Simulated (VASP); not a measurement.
# Fe (Im-3m) in VASP: a series of runs

Runs on Fe. Level: PBEsol. Tasks: single point.

Everything below comes from runs of VASP 6.6.1. Logs are shortened: lines on timing, memory, paths and dates and some standing lists are left out, and cuts for length are marked.

**1. The cell of the first run**

It takes space group Im-3m (No. 229, cubic). Conventional cell: a = 2.878 Å, b = 2.878 Å, c = 2.878 Å, α = 90.00°, β = 90.00°, γ = 90.00°. Fe (site symmetry m-3m) has 14 Fe at 2.49 to 2.88 Å within 3.3 Å.

**2. Single point, PBEsol, collinear spin, ferromagnetic start**

File INCAR:

```
SYSTEM = Fe
  PREC = Accurate
  ENCUT = 600
  EDIFF = 1E-6
  ISMEAR = 0
  SIGMA = 0.1
  LREAL = .False.
  LASPH = .True.
  NELM = 200
  ALGO = Normal
  ISIF = 2
  LWAVE = .False.
  LCHARG = .False.
  ISPIN = 2
  MAGMOM = 4
  LORBIT = 11
  LMAXMIX = 4
  GGA = PS
  NBANDS = 14
  GGA_COMPAT = .False.
```

File KPOINTS:

```
Automatic mesh
0
Gamma
  12 12 12
  0 0 0
```

File POSCAR:

```
Fe
1.0
   -1.4390000000      1.4390000000      1.4390000000
    1.4390000000     -1.4390000000      1.4390000000
    1.4390000000      1.4390000000     -1.4390000000
Fe
1
Direct
    0.0000000000      0.0000000000      0.0000000000
```

Potentials or basis: VASP PAW PBE potentials, release 64 (Fe).

Launch:

```console
cat potpaw_PBE.64/Fe/POTCAR > POTCAR
mpirun -np 1 vasp_std > vasp.out
```

OUTCAR:

```text
SYSTEM = Fe
   PREC = Accurate
   ENCUT = 600
   EDIFF = 1E-6
   ISMEAR = 0
   LREAL = .False.
   LASPH = .True.
   NELM = 200
   ISIF = 2
   ISPIN = 2
   LORBIT = 11
   GGA = PS

 ion  position               nearest neighbor table
   1  0.000  0.000  0.000-

  LATTYP: Found a body centered cubic cell.
 ALAT       =     2.8780000000

  Lattice vectors:

 A1 = (  -1.4390000000,   1.4390000000,   1.4390000000)
 A2 = (   1.4390000000,  -1.4390000000,   1.4390000000)
 A3 = (   1.4390000000,   1.4390000000,  -1.4390000000)

Analysis of symmetry for initial positions (statically):
=====================================================================
 Subroutine PRICEL returns:
 Original cell was already a primitive cell.

 Routine SETGRP: Setting up the symmetry group for a
 body centered cubic supercell.

 Subroutine GETGRP returns: Found 48 space group operations
 (whereof 48 operations were pure point group operations)
 out of a pool of 48 trial point group operations.

The static configuration has the point symmetry O_h .

Analysis of symmetry for dynamics (positions and initial velocities):
=====================================================================
 Subroutine PRICEL returns:
 Original cell was already a primitive cell.

 Routine SETGRP: Setting up the symmetry group for a
 body centered cubic supercell.

 Subroutine GETGRP returns: Found 48 space group operations
 (whereof 48 operations were pure point group operations)
 out of a pool of 48 trial point group operations.

The dynamic configuration has the point symmetry O_h .

Analysis of structural, dynamic, and magnetic symmetry:
=====================================================================
 Subroutine PRICEL returns:
 Original cell was already a primitive cell.

 Routine SETGRP: Setting up the symmetry group for a
 body centered cubic supercell.

 Subroutine GETGRP returns: Found 48 space group operations
 (whereof 48 operations were pure point group operations)
 out of a pool of 48 trial point group operations.

The overall configuration has the point symmetry O_h .

 Subroutine INISYM returns: Found 48 space group operations
 (whereof 48 operations are pure point group operations),
 and found     1 'primitive' translations

----------------------------------------------------------------------------------------

                                     Primitive cell

  volume of cell :      11.9191

  direct lattice vectors                    reciprocal lattice vectors
    -1.439000000  1.439000000  1.439000000     0.000000000  0.347463516  0.347463516
     1.439000000 -1.439000000  1.439000000     0.347463516  0.000000000  0.347463516
     1.439000000  1.439000000 -1.439000000     0.347463516  0.347463516  0.000000000

  length of vectors
     2.492421112  2.492421112  2.492421112     0.491387617  0.491387617  0.491387617

  position of ions in fractional coordinates (direct lattice)
     0.000000000  0.000000000  0.000000000

  ion indices of the primitive-cell ions
   primitive index   ion index
                 1           1

----------------------------------------------------------------------------------------

 KPOINTS: Automatic mesh

Automatic generation of k-mesh.
 Grid dimensions read from file:
 generate k-points for:   12   12   12

 Generating k-lattice:

  Cartesian coordinates                     Fractional coordinates (reciprocal lattice)
     0.000000000  0.028955293  0.028955293     0.083333333  0.000000000  0.000000000
     0.028955293  0.000000000  0.028955293     0.000000000  0.083333333  0.000000000
     0.028955293  0.028955293  0.000000000     0.000000000  0.000000000  0.083333333

  Length of vectors
     0.040948968  0.040948968  0.040948968

  Shift w.r.t. Gamma in fractional coordinates (k-lattice)
     0.000000000  0.000000000  0.000000000

 Subroutine IBZKPT returns following result:
 ===========================================

 Found     72 irreducible k-points:

 Following reciprocal coordinates:
            Coordinates               Weight
  0.000000  0.000000  0.000000      1.000000
  0.083333  0.000000  0.000000     12.000000
  0.166667  0.000000  0.000000     12.000000
  0.250000  0.000000  0.000000     12.000000
  0.333333  0.000000  0.000000     12.000000
  0.416667  0.000000  0.000000     12.000000
[... 16 lines left out ...]
  0.333333  0.083333  0.083333     24.000000
  0.416667  0.083333  0.083333     12.000000
 [... further k-points ...]
   k-points           NKPTS =     72   k-points in BZ     NKDIM =     72   number of bands    NBANDS=     14
   number of dos      NEDOS =    301   number of ions     NIONS =      1
   total plane-waves  NPLWV =   8000
   dimension x,y,z NGX =    20 NGY =   20 NGZ =   20
   dimension x,y,z NGXF=    40 NGYF=   40 NGZF=   40
   ions per type =               1
   NGX,Y,Z   is equivalent  to a cutoff of  13.34, 13.34, 13.34 a.u.
   NGXF,Y,Z  is equivalent  to a cutoff of  26.68, 26.68, 26.68 a.u.
 SYSTEM =  Fe
   PREC   = accura    normal or accurate (medium, high low for compatibility)
   ISTART =      0    job   : 0-new  1-cont  2-samecut
   ICHARG =      2    charge: 1-file 2-atom 10-const
   ISPIN  =      2    spin polarized calculation?
   LNONCOLLINEAR =      F non collinear calculations
   LSORBIT =      F    spin-orbit coupling
   LASPH  =      T    aspherical Exc in radial PAW
   ENCUT  =  600.0 eV  44.10 Ry    6.64 a.u.   4.98  4.98  4.98*2*pi/ulx,y,z
   NELM   =    200;   NELMIN=  2; NELMDL= -5     # of ELM steps
   EDIFF  = 0.1E-05   stopping-criterion for ELM
   LREAL  =      F    real-space projection
[... 7 lines left out ...]
   TEBEG  =    0.0;   TEEND  =   0.0 temperature during run
   PSTRESS=    0.0 pullay stress
   NELECT =       8.0000    total number of electrons
   NUPDOWN=      -1.0000    fix difference up-down
   EMIN   =  10.00;   EMAX   =-10.00  energy-range for DOS
   EFERMI =   0.00;   METHOD = LEGACY
   ISMEAR =     0;   SIGMA  =   0.10  broadening in eV -4-tet -1-fermi 0-gaus
   EFERMI_NEDOS =   21; number of points for ismear=-14 and -15
   IALGO  =     38    algorithm
   IMIX   =      4    mixing-type and parameters
     AMIX     =   0.40;   BMIX     =  1.00
     AMIX_MAG =   1.60;   BMIX_MAG =  1.00
  volume/ion in A,a.u.               =      11.92        80.43
  Fermi-wavevector in a.u.,A,eV,Ry     =   1.433367  2.708671 27.953723  2.054541
  Thomas-Fermi vector in A             =   2.552893
   LORBIT       =     11    0 simple, 1 ext, 2 COOP (PROOUT), +10 PAW based schemes
   GGA     = PS    functional components
   LHFCALC =     F    Hartree Fock is set to
   AEXX    =    0.0000 exact exchange contribution
   IVDW    =     0    specifies the selected vdW correction
   LEPSILON=     F    determine dielectric tensor
   LRPA    =     F    only Hartree local field effects (RPA)
 spin polarized calculation
 Gauss-broadening in eV      SIGMA  =   0.10
  energy-cutoff  :      600.00
  volume of cell :       11.92
 maximum number of plane-waves:       420
   NGX =  9   NGY =  9   NGZ =  9

 number of electron       7.9999996 magnetization       2.3106516

 Free energy of the ion-electron system (eV)
  ---------------------------------------------------
  ext. energy  EPLUGINS =         0.00000000
  ---------------------------------------------------
  free energy    TOTEN  =        -8.86076232 eV

  energy without entropy =       -8.85574672  energy(sigma->0) =       -8.85825452

 E-fermi :   5.1987     XC(G=0): -13.0030

 val. band max:        5.1862610684   @ k =  -0.4167   0.4167   0.1667
 cond. band min:       5.2113310106   @ k =   0.5000   0.5000   0.5000
 fundamental gap:      0.0250699422
 Fermi energy:         5.1987017976

 spin component 1

 k-point     1 :       0.0000    0.0000    0.0000
  band No.  band energies     occupation
      1      -3.0557      1.00000
      2       2.9464      1.00000
      3       2.9464      1.00000
      4       2.9464      1.00000
      5       4.1357      1.00000
      6       4.1357      1.00000
      7      29.6416      0.00000
      8      29.6416      0.00000
      9      29.6416      0.00000
     10      34.4461      0.00000
     11      34.4461      0.00000
     12      36.4487      0.00000
     13      36.4487      0.00000
     14      36.6219      0.00000
[... 375 lines left out ...]
 k-point    24 :       0.4167    0.0833    0.0833
  band No.  band energies     occupation
      1       0.8321      1.00000
      2       1.8924      1.00000
      3       3.8558      1.00000
      4       4.2223      1.00000
      5       4.3167      1.00000
      6       7.7430      0.00000
      7      12.1716      0.00000
      8      20.4811      0.00000
      9      21.5827      0.00000
     10      31.0947      0.00000
     11      35.0387      0.00000
     12      39.3295      0.00000
     13      42.9614      0.00000
     14      44.6984      0.00000

 [... further k-points ...]

 spin component 2

 k-point     1 :       0.0000    0.0000    0.0000
  band No.  band energies     occupation
      1      -2.7960      1.00000
      2       5.0100      0.99619
      3       5.0101      0.99617
      4       5.0101      0.99617
      5       6.8558      0.00000
      6       6.8559      0.00000
      7      29.5310      0.00000
      8      29.5310      0.00000
      9      29.5310      0.00000
     10      34.7275      0.00000
     11      34.7275      0.00000
     12      37.2197      0.00000
     13      37.2197      0.00000
     14      37.2324      0.00000
[... 375 lines left out ...]
 k-point    24 :       0.4167    0.0833    0.0833
  band No.  band energies     occupation
      1       2.2349      1.00000
      2       3.7034      1.00000
      3       4.9969      0.99784
      4       6.8299      0.00000
      5       7.1056      0.00000
      6       9.1842      0.00000
      7      13.5667      0.00000
      8      20.9722      0.00000
      9      22.2599      0.00000
     10      31.4124      0.00000
     11      35.7106      0.00000
     12      39.4682      0.00000
     13      43.1269      0.00000
     14      45.5512      0.00000

 [... further k-points ...]

------------------------ aborting loop because EDIFF is reached ----------------------------------------

  FORCE on cell =-STRESS in cart. coord.  units (eV):
  Direction    XX          YY          ZZ          XY          YZ          ZX
  --------------------------------------------------------------------------------------
  -------------------------------------------------------------------------------------
  Total       -1.1984907     -1.1984907     -1.1984907     -0.0000000     -0.0000000     -0.0000000
  in kB     -161.1027153   -161.1027153   -161.1027153     -0.0000000     -0.0000000     -0.0000000
  external PRESSURE =    -161.1027153 kB  Pullay stress =       0.0000000 kB

 VOLUME and BASIS-vectors are now :
 -----------------------------------------------------------------------------
  energy-cutoff  :      600.00
  volume of cell :       11.92
      direct lattice vectors                 reciprocal lattice vectors
    -1.439000000  1.439000000  1.439000000     0.000000000  0.347463516  0.347463516
     1.439000000 -1.439000000  1.439000000     0.347463516  0.000000000  0.347463516
     1.439000000  1.439000000 -1.439000000     0.347463516  0.347463516  0.000000000

 POSITION                                       TOTAL-FORCE (eV/Angst)
 -----------------------------------------------------------------------------------
      0.00000      0.00000      0.00000        -0.000000     -0.000000     -0.000000
 -----------------------------------------------------------------------------------
    total drift:                                0.000000     -0.000000      0.000000

  FREE ENERGIE OF THE ION-ELECTRON SYSTEM (eV)
  ---------------------------------------------------
  free  energy   TOTEN  =        -8.8607623180 eV

  energy  without entropy=       -8.8557467158  energy(sigma->0) =       -8.85825452

 total charge

# of ion       s       p       d       tot
------------------------------------------
    1        0.469   0.500   6.209   7.178

 magnetization (x)

# of ion       s       p       d       tot
------------------------------------------
    1       -0.014  -0.048   2.370   2.308
```

Wall time 13 s (1 thread of Intel Xeon 6975P-C (Granite Rapids), shared host); peak memory 0.14 GiB.

What came out:

| Property | Result |
| --- | --- |
| Free energy | -8.8608 eV |
| Pressure | -16.1 GPa |
| Net moment | 2.31 μB per cell |
| Site moments | Fe +2.31 μB |
| Valence electrons inside the program's atomic spheres | Fe 7.18 |

Caveat: the cell stands under tension; the PAW data sets were made with another functional, which shifts forces and pressure a little.

**3. Single point, PBEsol, collinear spin, ferromagnetic start**

File INCAR:

```
PREC = Accurate
ENCUT = 600
EDIFF = 1E-6
ISMEAR = 0
SIGMA = 0.1
LREAL = False
LASPH = True
NELM = 200
ALGO = Normal
ISIF = 2
LWAVE = False
LCHARG = False
ISPIN = 2
MAGMOM = 4
LORBIT = 11
LMAXMIX = 4
GGA = PS
NBANDS = 14
GGA_COMPAT = False
```

File KPOINTS:

```
regular mesh
0
Gamma
  12 12 12
```

POSCAR is that of step 2.

Potentials or basis: VASP PAW PBE potentials, release 64 (Fe).

Launch:

```console
cat potpaw_PBE.64/Fe/POTCAR > POTCAR
mpirun -np 1 vasp_std > vasp.out
```

It took 11 s on 1 thread of Intel Xeon 6975P-C (Granite Rapids), shared host; peak memory 0.14 GiB.

The run converged. Its results:

```yaml
Free_energy: -8.8608 eV
Pressure: -16.1 GPa
Net_moment: 2.31 μB per cell
Site_moments: Fe +2.31 μB
Valence_electrons_inside_the_program's_atomic_spheres: Fe 7.18
```

Levels at points of the mesh, in eV from the Fermi level:
Spin up:
| k point | band 1 | band 2 | band 3 | band 4 | band 5 | band 6 | band 7 | band 8 | band 9 | band 10 |
| --- | --- | --- | --- | --- | --- | --- | --- | --- | --- | --- |
| (0.00, 0.00, 0.00) | -8.25 | -2.25 | -2.25 | -2.25 | -1.06 | -1.06 | 24.44 | 24.44 | 24.44 | 29.25 |
| (0.50, 0.00, 0.00) | -4.72 | -3.26 | -1.02 | -0.89 | 0.26 | 0.44 | 6.87 | 17.86 | 19.36 | 22.68 |
| (0.50, 0.50, 0.50) | -4.59 | -4.59 | 0.01 | 0.01 | 0.01 | 9.49 | 9.49 | 9.49 | 15.11 | 15.11 |
Spin down:
```
           k point  band 1  band 2  band 3  band 4  band 5  band 6
(0.00, 0.00, 0.00)   -7.99   -0.19   -0.19   -0.19    1.66    1.66
(0.50, 0.00, 0.00)   -3.35   -1.40    0.64    1.54    1.90    2.65
(0.50, 0.50, 0.50)   -2.74   -2.74    2.36    2.36    2.36    9.86
```

Caveat: the cell stands under tension; the PAW data sets were made with another functional, which shifts forces and pressure a little.

**4. Single point, PBEsol, collinear spin, ferromagnetic start**

File INCAR:

```
ALGO = Normal
EDIFF = 1E-6
ENCUT = 600
GGA = PS
GGA_COMPAT = False
ISIF = 2
ISMEAR = -1
ISPIN = 2
LASPH = True
LCHARG = True
LELF = True
LMAXMIX = 4
LORBIT = 11
LREAL = False
LVHAR = True
LWAVE = False
MAGMOM = 4
NBANDS = 14
NELM = 200
PREC = Accurate
SIGMA = 0.01
```

File KPOINTS:

```
k-points
0
Gamma
  12 12 12
```

POSCAR is that of step 3.

Launch:

```console
cat potpaw_PBE.64/Fe/POTCAR > POTCAR
mpirun -np 1 vasp_std > vasp.out
```

Wall time 12 s (1 thread of Intel Xeon 6975P-C (Granite Rapids), shared host); peak memory 0.14 GiB.

Results (log left out):

* Free energy: -8.8582 eV
* Pressure: -15.9 GPa
* Net moment: 2.33 μB per cell
* Site moments: Fe +2.32 μB
* Valence electrons inside the program's atomic spheres: Fe 7.18

Levels at points of the mesh, in eV from the Fermi level:
Spin up:
| k point | band 1 | band 2 | band 3 | band 4 | band 5 | band 6 | band 7 | band 8 | band 9 | band 10 |
| --- | --- | --- | --- | --- | --- | --- | --- | --- | --- | --- |
| (0.00, 0.00, 0.00) | -8.26 | -2.24 | -2.24 | -2.24 | -1.05 | -1.05 | 24.44 | 24.44 | 24.44 | 29.25 |
| (0.50, 0.00, 0.00) | -4.72 | -3.25 | -1.01 | -0.88 | 0.28 | 0.43 | 6.88 | 17.86 | 19.36 | 22.68 |
| (0.50, 0.50, 0.50) | -4.58 | -4.58 | 0.02 | 0.02 | 0.02 | 9.49 | 9.49 | 9.49 | 15.11 | 15.11 |
Spin down:
| k point | band 1 | band 2 | band 3 | band 4 | band 5 | band 6 |
| --- | --- | --- | --- | --- | --- | --- |
| (0.00, 0.00, 0.00) | -7.98 | -0.17 | -0.17 | -0.17 | 1.68 | 1.68 |
| (0.50, 0.00, 0.00) | -3.34 | -1.38 | 0.65 | 1.57 | 1.92 | 2.67 |
| (0.50, 0.50, 0.50) | -2.73 | -2.73 | 2.38 | 2.39 | 2.39 | 9.87 |

Caveat: the cell stands under tension; the PAW data sets were made with another functional, which shifts forces and pressure a little.
